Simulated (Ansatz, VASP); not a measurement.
## BP: VASP beside Ansatz

Contents of INCAR:

```
SYSTEM = BP
PREC = Accurate ; ENCUT = 500
EDIFF = 1E-6 ; ISMEAR = 0
SIGMA = 0.02 ; LREAL = .FALSE.
LASPH = .TRUE. ; NELM = 120
ALGO = Normal ; ISIF = 2
LWAVE = .FALSE. ; LCHARG = .TRUE.
GGA = PE ; LELF = .TRUE.
LVHAR = .TRUE. ; NBANDS = 11
GGA_COMPAT = .FALSE.
```

KPOINTS

```
regular mesh
0
G
  10 10 10
  0 0 0
```

POSCAR

```
BP
1.0
    0.0000000000      2.3404608265      2.3404608265
    2.3404608265      0.0000000000      2.3404608265
    2.3404608265      2.3404608265      0.0000000000
B P
1 1
Direct
    0.0000000000      0.0000000000      0.0000000000
    0.2500000000      0.2500000000      0.2500000000
```

Input for Ansatz:

```yaml
crystal:
  lattice:
    - [0.0, 2.3404608265, 2.3404608265]
    - [2.3404608265, 0.0, 2.3404608265]
    - [2.3404608265, 2.3404608265, 0.0]
  atoms:
    - { symbol: B, position: [0.0, 0.0, 0.0] }
    - { symbol: P, position: [0.25, 0.25, 0.25] }
basis: {}
kpoints:
  mp_grid: { grid: [10, 10, 10] }
hamiltonian:
  xc: pbe
  pseudopotentials: { kind: nc }
scf:
  occupations: { method: gaussian, width: 0.02 }
output:
  forces: true
  stress: true
  eigenvalues: true
```

Alike in both runs: task single point; functional PBE; k mesh 10 × 10 × 10; occupations gaussian, width 0.02 eV; no spin polarisation.

```csv
,VASP,Ansatz
version,VASP 6.6.1,Ansatz 0.2.0
potentials or method,"VASP PAW PBE potentials, release 64 (B, P)","scalar-relativistic, plane waves"
plane-wave cutoff (eV),500,1116
valence electrons in the cell,8,8
```

VASP gave:

- gap on the k mesh at the Fermi level (eV): 1.36
- least direct gap on the mesh (eV): 3.28
- pressure (GPa): -12.0

**Question.** What did Ansatz give for the same quantities?

**Answer.** gap on the k mesh at the Fermi level (eV): 1.37; least direct gap on the mesh (eV): 3.28; pressure (GPa): -11.8.
